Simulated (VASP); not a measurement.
# CdS (Greenockite) (P6_3mc) in VASP: further runs

CdS (Greenockite) is run at these levels: LDA; tasks: single point.

Everything below comes from runs of VASP 6.6.1. Logs are shortened: lines on timing, memory, paths and dates and some standing lists are left out, and cuts for length are marked.

### 1 The cell of the first run

Symmetry: P6_3mc, No. 186, hexagonal system. Conventional cell: a = 3.915 Å, b = 3.915 Å, c = 6.414 Å, α = 90.00°, β = 90.00°, γ = 120.00°. Cd (site symmetry 3m) has 4 S at 2.40 Å within 3.2 Å. S (site symmetry 3m) has 4 Cd at 2.40 Å within 3.2 Å.

### 2 Single point, LDA

The input, INCAR:

```
SYSTEM = CdS
PREC = Accurate ; ENCUT = 520
EDIFF = 1E-6 ; ISMEAR = 0
SIGMA = 0.01 ; LREAL = .False.
LASPH = .True. ; NELM = 100
ALGO = Normal ; ISIF = 2
LWAVE = .False. ; LCHARG = .True.
LELF = .True. ; LVHAR = .True.
NBANDS = 26
```

The input, KPOINTS:

```
regular mesh
0
Gamma
  6 6 4
  0 0 0
```

The input, POSCAR:

```
CdS
1.0
    3.9149920663      0.0000000000      0.0000000000
   -1.9574960332      3.3904825851      0.0000000000
    0.0000000000      0.0000000000      6.4140459652
Cd S
2 2
Direct
    0.3333333333      0.6666666667      0.0003939610
    0.6666666667      0.3333333333      0.5003939610
    0.3333333333      0.6666666667      0.3746060390
    0.6666666667      0.3333333333      0.8746060390
```

Potentials or basis: VASP PAW LDA potentials, release 64 (Cd, S).

Launch:

```
cat potpaw_LDA.64/Cd/POTCAR potpaw_LDA.64/S/POTCAR > POTCAR
mpirun -np 1 vasp_std > vasp.out
```

OUTCAR:

```text
SYSTEM = CdS
   PREC = Accurate
   ENCUT = 520
   EDIFF = 1E-6
   ISMEAR = 0
   LREAL = .False.
   LASPH = .True.
   NELM = 100
   ISIF = 2

 ion  position               nearest neighbor table
   1  0.333  0.667  0.000-   4 2.40   4 2.40   4 2.40   3 2.40
   2  0.667  0.333  0.500-   3 2.40   3 2.40   3 2.40   4 2.40
   3  0.333  0.667  0.375-   2 2.40   2 2.40   2 2.40   1 2.40
   4  0.667  0.333  0.875-   1 2.40   1 2.40   1 2.40   2 2.40

  LATTYP: Found a hexagonal cell.
 ALAT       =     3.9149920663
 C/A-ratio  =     1.6383292371

  Lattice vectors:

 A1 = (   3.9149920663,   0.0000000000,   0.0000000000)
 A2 = (  -1.9574960332,   3.3904825851,   0.0000000000)
 A3 = (   0.0000000000,   0.0000000000,   6.4140459652)

Analysis of symmetry for initial positions (statically):
=====================================================================
 Subroutine PRICEL returns:
 Original cell was already a primitive cell.

 Routine SETGRP: Setting up the symmetry group for a
 hexagonal supercell.

 Subroutine GETGRP returns: Found 12 space group operations
 (whereof  6 operations were pure point group operations)
 out of a pool of 24 trial point group operations.

The static configuration has the point symmetry C_3v.
 The point group associated with its full space group is C_6v.

Analysis of symmetry for dynamics (positions and initial velocities):
=====================================================================
 Subroutine PRICEL returns:
 Original cell was already a primitive cell.

 Routine SETGRP: Setting up the symmetry group for a
 hexagonal supercell.

 Subroutine GETGRP returns: Found 12 space group operations
 (whereof  6 operations were pure point group operations)
 out of a pool of 24 trial point group operations.

The dynamic configuration has the point symmetry C_3v.
 The point group associated with its full space group is C_6v.

 Subroutine INISYM returns: Found 12 space group operations
 (whereof  6 operations are pure point group operations),
 and found     1 'primitive' translations

----------------------------------------------------------------------------------------

                                     Primitive cell

  volume of cell :      85.1382

  direct lattice vectors                    reciprocal lattice vectors
     3.914992066  0.000000000  0.000000000     0.255428359  0.147471632  0.000000000
    -1.957496033  3.390482585  0.000000000     0.000000000  0.294943264  0.000000000
     0.000000000  0.000000000  6.414045965     0.000000000  0.000000000  0.155907832

  length of vectors
     3.914992066  3.914992066  6.414045965     0.294943264  0.294943264  0.155907832

  position of ions in fractional coordinates (direct lattice)
     0.333333333  0.666666667  0.000393961
     0.666666667  0.333333333  0.500393961
     0.333333333  0.666666667  0.374606039
     0.666666667  0.333333333  0.874606039

  ion indices of the primitive-cell ions
   primitive index   ion index
                 1           1
                 2           2
                 3           3
                 4           4

----------------------------------------------------------------------------------------

 KPOINTS: regular mesh

Automatic generation of k-mesh.
 Grid dimensions read from file:
 generate k-points for:    6    6    4

 Generating k-lattice:

  Cartesian coordinates                     Fractional coordinates (reciprocal lattice)
     0.042571393  0.024578605  0.000000000     0.166666667 -0.000000000  0.000000000
     0.000000000  0.049157211  0.000000000     0.000000000  0.166666667  0.000000000
     0.000000000  0.000000000  0.038976958     0.000000000  0.000000000  0.250000000

  Length of vectors
     0.049157211  0.049157211  0.038976958

  Shift w.r.t. Gamma in fractional coordinates (k-lattice)
     0.000000000  0.000000000  0.000000000

 Subroutine IBZKPT returns following result:
 ===========================================

 Found     21 irreducible k-points:

 Following reciprocal coordinates:
            Coordinates               Weight
  0.000000  0.000000  0.000000      1.000000
  0.166667  0.000000  0.000000      6.000000
  0.333333  0.000000  0.000000      6.000000
  0.500000  0.000000  0.000000      3.000000
  0.166667  0.166667  0.000000      6.000000
  0.333333  0.166667  0.000000     12.000000
[... 13 lines left out ...]
  0.333333  0.166667  0.500000     12.000000
  0.333333  0.333333  0.500000      2.000000
   k-points           NKPTS =     21   k-points in BZ     NKDIM =     21   number of bands    NBANDS=     26
   number of dos      NEDOS =    301   number of ions     NIONS =      4
   total plane-waves  NPLWV =  43200
   dimension x,y,z NGX =    30 NGY =   30 NGZ =   48
   dimension x,y,z NGXF=    60 NGYF=   60 NGZF=   96
   ions per type =               2   2
   NGX,Y,Z   is equivalent  to a cutoff of  12.74, 12.74, 12.44 a.u.
   NGXF,Y,Z  is equivalent  to a cutoff of  25.48, 25.48, 24.88 a.u.
 SYSTEM =  CdS
   PREC   = accura    normal or accurate (medium, high low for compatibility)
   ISTART =      0    job   : 0-new  1-cont  2-samecut
   ICHARG =      2    charge: 1-file 2-atom 10-const
   ISPIN  =      1    spin polarized calculation?
   LNONCOLLINEAR =      F non collinear calculations
   LSORBIT =      F    spin-orbit coupling
   LASPH  =      T    aspherical Exc in radial PAW
   ENCUT  =  520.0 eV  38.22 Ry    6.18 a.u.   7.28  7.28 11.93*2*pi/ulx,y,z
   NELM   =    100;   NELMIN=  2; NELMDL= -5     # of ELM steps
   EDIFF  = 0.1E-05   stopping-criterion for ELM
   LREAL  =      F    real-space projection
   EDIFFG = 0.1E-04   stopping-criterion for IOM
   NSW    =      0    number of steps for IOM
   IBRION =     -1    ionic relax: 0-MD 1-quasi-New 2-CG
   NFREE  =      0    steps in history (QN), initial steepest desc. (CG)
   ISIF   =      2    stress and relaxation
   ISYM   =      2    0-nonsym 1-usesym 2-fastsym
   POTIM  = 0.5000    time-step for ionic-motion
   TEBEG  =    0.0;   TEEND  =   0.0 temperature during run
   PSTRESS=    0.0 pullay stress
   NELECT =      36.0000    total number of electrons
   NUPDOWN=      -1.0000    fix difference up-down
   EMIN   =  10.00;   EMAX   =-10.00  energy-range for DOS
   EFERMI =   0.00;   METHOD = LEGACY
   ISMEAR =     0;   SIGMA  =   0.01  broadening in eV -4-tet -1-fermi 0-gaus
   EFERMI_NEDOS =   21; number of points for ismear=-14 and -15
   IALGO  =     38    algorithm
   IMIX   =      4    mixing-type and parameters
     AMIX     =   0.40;   BMIX     =  1.00
     AMIX_MAG =   1.60;   BMIX_MAG =  1.00
  volume/ion in A,a.u.               =      21.28       143.64
  Fermi-wavevector in a.u.,A,eV,Ry     =   1.228761  2.322022 20.542814  1.509854
  Thomas-Fermi vector in A             =   2.363674
   LORBIT       =      0    0 simple, 1 ext, 2 COOP (PROOUT), +10 PAW based schemes
   GGA     = CA    functional components
   LHFCALC =     F    Hartree Fock is set to
   AEXX    =    0.0000 exact exchange contribution
   IVDW    =     0    specifies the selected vdW correction
   LEPSILON=     F    determine dielectric tensor
   LRPA    =     F    only Hartree local field effects (RPA)
 non-spin polarized calculation
 Gauss-broadening in eV      SIGMA  =   0.01
  energy-cutoff  :      520.00
  volume of cell :       85.14
 maximum number of plane-waves:      2316
 NGX is ok and might be reduce to    30
   NGX = 15   NGY = 15   NGZ = 23

 number of electron      35.9999989 magnetization

 Free energy of the ion-electron system (eV)
  ---------------------------------------------------
  ext. energy  EPLUGINS =         0.00000000
  ---------------------------------------------------
  free energy    TOTEN  =       -14.47878558 eV

  energy without entropy =      -14.47878558  energy(sigma->0) =      -14.47878558

 E-fermi :   2.6887     XC(G=0): -10.2950

 val. band max:        2.6243351497   @ k =   0.0000   0.0000   0.0000
 cond. band min:       3.9175350373   @ k =   0.0000   0.0000   0.0000
 fundamental gap:      1.2931998876
 Fermi energy:         2.6887241027

 k-point     1 :       0.0000    0.0000    0.0000
  band No.  band energies     occupation
      1     -10.8331      2.00000
      2     -10.2225      2.00000
      3      -5.8875      2.00000
      4      -5.8585      2.00000
      5      -5.8585      2.00000
      6      -5.7341      2.00000
[... 18 lines left out ...]
     25      10.1343      0.00000
     26      10.5369      0.00000

 k-point     2 :       0.1667    0.0000    0.0000
  band No.  band energies     occupation
      1     -10.6977      2.00000
      2     -10.1644      2.00000
      3      -5.8386      2.00000
      4      -5.8045      2.00000
      5      -5.7907      2.00000
      6      -5.6719      2.00000
[... 18 lines left out ...]
     25      10.1919      0.00000
     26      10.8288      0.00000

 k-point     3 :       0.3333    0.0000    0.0000
  band No.  band energies     occupation
      1     -10.4045      2.00000
      2     -10.0671      2.00000
      3      -5.7628      2.00000
      4      -5.7250      2.00000
      5      -5.5993      2.00000
      6      -5.4867      2.00000
[... 18 lines left out ...]
     25      10.8298      0.00000
     26      11.8101      0.00000

 k-point     4 :       0.5000    0.0000    0.0000
  band No.  band energies     occupation
      1     -10.2327      2.00000
      2     -10.0431      2.00000
      3      -5.7478      2.00000
      4      -5.7028      2.00000
      5      -5.4623      2.00000
      6      -5.4141      2.00000
[... 18 lines left out ...]
     25      10.8835      0.00000
     26      13.3310      0.00000
[... 409 lines left out ...]
      1     -10.2704      2.00000
      2     -10.2704      2.00000
      3      -5.6924      2.00000
      4      -5.6924      2.00000
      5      -5.6486      2.00000
      6      -5.6486      2.00000
[... 18 lines left out ...]
     25      10.5606      0.00000
     26      10.5606      0.00000

 k-point    20 :       0.3333    0.1667    0.5000
  band No.  band energies     occupation
      1     -10.1215      2.00000
      2     -10.1215      2.00000
      3      -5.6685      2.00000
      4      -5.6685      2.00000
      5      -5.5696      2.00000
      6      -5.5696      2.00000
[... 18 lines left out ...]
     25      11.1662      0.00000
     26      11.1662      0.00000

 k-point    21 :       0.3333    0.3333    0.5000
  band No.  band energies     occupation
      1     -10.0741      2.00000
      2     -10.0741      2.00000
      3      -5.6097      2.00000
      4      -5.6097      2.00000
      5      -5.5822      2.00000
      6      -5.5822      2.00000
[... 18 lines left out ...]
     25      11.8098      0.00000
     26      11.8098      0.00000

------------------------ aborting loop because EDIFF is reached ----------------------------------------

  FORCE on cell =-STRESS in cart. coord.  units (eV):
  Direction    XX          YY          ZZ          XY          YZ          ZX
  --------------------------------------------------------------------------------------
  -------------------------------------------------------------------------------------
  Total        5.7825503      5.7825503      5.7950632     -0.0000000      0.0000000      0.0000000
  in kB      108.8191997    108.8191997    109.0546739     -0.0000000      0.0000000      0.0000000
  external PRESSURE =     108.8976911 kB  Pullay stress =       0.0000000 kB

 VOLUME and BASIS-vectors are now :
 -----------------------------------------------------------------------------
  energy-cutoff  :      520.00
  volume of cell :       85.14
      direct lattice vectors                 reciprocal lattice vectors
     3.914992066  0.000000000  0.000000000     0.255428359  0.147471632  0.000000000
    -1.957496033  3.390482585  0.000000000     0.000000000  0.294943264  0.000000000
     0.000000000  0.000000000  6.414045965     0.000000000  0.000000000  0.155907832

 POSITION                                       TOTAL-FORCE (eV/Angst)
 -----------------------------------------------------------------------------------
     -0.00000      2.26032      0.00253        -0.000000      0.000000      0.001854
      1.95750      1.13016      3.20955         0.000000     -0.000000      0.001854
     -0.00000      2.26032      2.40274         0.000000     -0.000000     -0.001854
      1.95750      1.13016      5.60976        -0.000000      0.000000     -0.001854
 -----------------------------------------------------------------------------------
    total drift:                               -0.000000      0.000000      0.000965

  FREE ENERGIE OF THE ION-ELECTRON SYSTEM (eV)
  ---------------------------------------------------
  free  energy   TOTEN  =       -14.4787855841 eV

  energy  without entropy=      -14.4787855841  energy(sigma->0) =      -14.47878558
```

Run time: 42 s. Hardware: 1 thread of AMD EPYC 7R43 (Zen 3), shared host; peak memory 0.15 GiB.

What came out:

- Free energy: -14.4788 eV
- Pressure: 10.9 GPa
- Band gap on the k mesh: 1.29 eV, direct

Levels at points of the mesh, in eV from the valence-band top:
| k point | band 16 | band 17 | band 18 | band 19 | band 20 | band 21 |
| --- | --- | --- | --- | --- | --- | --- |
| (0.00, 0.00, 0.00) | -0.10 | 0.00 | 0.00 | 1.29 | 2.79 | 6.24 |
| (0.50, 0.00, 0.00) | -2.52 | -1.82 | -1.02 | 3.61 | 3.79 | 4.76 |
| (0.00, 0.00, 0.50) | -0.54 | -0.54 | -0.54 | 2.94 | 2.94 | 6.11 |
| (0.50, 0.00, 0.50) | -1.82 | -1.81 | -1.81 | 3.23 | 3.23 | 5.22 |

[end of part 1 of 2]
